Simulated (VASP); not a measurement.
Wanted: the native input for a VASP 6.6.1 run.

```yaml
Task: single point
Functional: LDA
Potentials_or_basis: VASP PAW LDA potentials, release 64 (Y_sv, Se)
Cutoff: 520 eV
k_mesh: 7 × 7 × 7
Occupations: fermi-dirac, width 0.03 eV
Spin: no spin polarisation
Dipole_correction: no
Further_INCAR_settings: ALGO = Normal; EDIFF = 1e-06; NBANDS = 16
```

The structure of YSe lies in POSCAR:

```
YSe
1.0
    0.0287500000      2.8893750000      2.8893750000
    2.8893750000      0.0287500000      2.8893750000
    2.8893750000      2.8893750000      0.0287500000
Y Se
1 1
Direct
    0.0000000000      0.0000000000      0.0000000000
    0.5000000000      0.5000000000      0.5000000000
```

This cell differs from its parent crystal: equal xy, yz and zx shear strains of +1 %.

These files were run (other wordings do the same):

INCAR

```
SYSTEM = YSe
PREC = Accurate
ENCUT = 520
EDIFF = 1E-6
ISMEAR = -1
SIGMA = 0.03
LREAL = .FALSE.
LASPH = .TRUE.
NELM = 100
ALGO = Normal
ISIF = 2
LWAVE = .FALSE.
LCHARG = .TRUE.
LELF = .TRUE.
LVHAR = .TRUE.
NBANDS = 16
```

KPOINTS

```
Automatic mesh
0
G
  7 7 7
  0 0 0
```

Potentials or basis: VASP PAW LDA potentials, release 64 (Y_sv, Se).

Run with:

```bash
$ cat potpaw_LDA.64/Y_sv/POTCAR potpaw_LDA.64/Se/POTCAR > POTCAR
$ mpirun -np 1 vasp_std > vasp.out
```

It gave:

The pressure is -4.5 GPa.

Caveat: the cell differs from its parent crystal (equal xy, yz and zx shear strains of +1 %).

Wall time 50 s on 1 thread of AMD EPYC 7R13, with other jobs on the host, peak memory 0.16 GiB.
